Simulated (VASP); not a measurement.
The system is CoSi2.

```
CELL_PARAMETERS angstrom
0.00000 2.68018 2.68018
2.68018 0.00000 2.68018
2.68018 2.68018 0.00000
ATOMIC_POSITIONS crystal
Co 0.00000 0.00000 0.00000
Si 0.25000 0.25000 0.25000
Si 0.75000 0.75000 0.75000
```

Base run:

- Program: VASP 6.6.1
- Functional: PBE
- Potentials or basis: VASP PAW PBE potentials, release 64 (Co, Si)
- Cutoff: 520 eV
- k mesh: 14 × 14 × 14
- Occupations: gaussian, width 0.15 eV
- Spin: collinear spin, ferromagnetic start
- Starting moments: [1.65, 0.0, 0.0] μB
- Fixed moment: 1.65 μB

Its results: pressure 10.7 GPa; site moments Co +1.05; Si +0.13 μB.

Q: After a change of settings the same cell gave: pressure 0.8 GPa; site moments Co +0.34; Si +0.04 μB. Which change was it?
A. fixed moment from 1.65 μB to 1.1 μB; moments at the start from [1.65, 0.0, 0.0] to [1.1, 0.0, 0.0]
B. fixed moment from 1.65 μB to 2.2 μB; moments at the start from [1.65, 0.0, 0.0] to [2.2, 0.0, 0.0]
C. fixed moment from 1.65 μB to 1.925 μB; moments at the start from [1.65, 0.0, 0.0] to [1.92, 0.0, 0.0]
D. fixed moment from 1.65 μB to 0.55 μB; moments at the start from [1.65, 0.0, 0.0] to [0.55, 0.0, 0.0]

A: D.

Caveats: the total moment is fixed, so each spin has its own Fermi level.
